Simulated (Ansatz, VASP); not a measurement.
# Ti in VASP and in Ansatz

INCAR

```
ALGO = Normal
EDIFF = 1E-7
ENCUT = 520
ISIF = 2
ISMEAR = 0
LASPH = True
LCHARG = False
LREAL = False
LWAVE = False
NBANDS = 12
NELM = 100
PREC = Accurate
SIGMA = 0.15
```

Contents of KPOINTS:

```
k-points
0
Gamma
  22 22 22
```

POSCAR

```
Ti
1.0
    0.0000000000      1.9170669191      1.9170669191
    1.9170669191      0.0000000000      1.9170669191
    1.9170669191      1.9170669191      0.0000000000
Ti
1
Direct
    0.0000000000      0.0000000000      0.0000000000
```

Input for Ansatz:

```yaml
crystal:
  lattice:
    - [0.0, 1.9170669191, 1.9170669191]
    - [1.9170669191, 0.0, 1.9170669191]
    - [1.9170669191, 1.9170669191, 0.0]
  atoms:
    - { symbol: Ti, position: [0.0, 0.0, 0.0] }
basis:
  ecutwfc: 520.0
kpoints:
  mp_grid: { grid: [22, 22, 22] }
hamiltonian:
  xc: lda
scf:
  occupations: { method: gaussian, width: 0.15 }
  lower_state_search: "off"
output:
  forces: true
  stress: true
  eigenvalues: true
```

Alike in both runs: task single point; functional LDA; k mesh 22 × 22 × 22; occupations gaussian, width 0.15 eV; no spin polarisation.

|  | VASP | Ansatz |
| --- | --- | --- |
| version | VASP 6.6.1 | Ansatz 0.2.0 |
| potentials or method | VASP PAW LDA potentials, release 64 (Ti_sv), cutoff 520 eV | scalar-relativistic, plane waves, PAW |
| valence electrons in the cell | 12 | 12 |

VASP gave:

- gap on the k mesh at the Fermi level (eV): none
- pressure (GPa): 19.0

Q: What did Ansatz give for the same quantities?

A: gap on the k mesh at the Fermi level (eV): none; pressure (GPa): 19.4.

LDA's correlation is that of Perdew and Zunger in VASP and of Perdew and Wang (1992) in Ansatz. A gap of «none» marks a metal or a gap that the smearing closes.
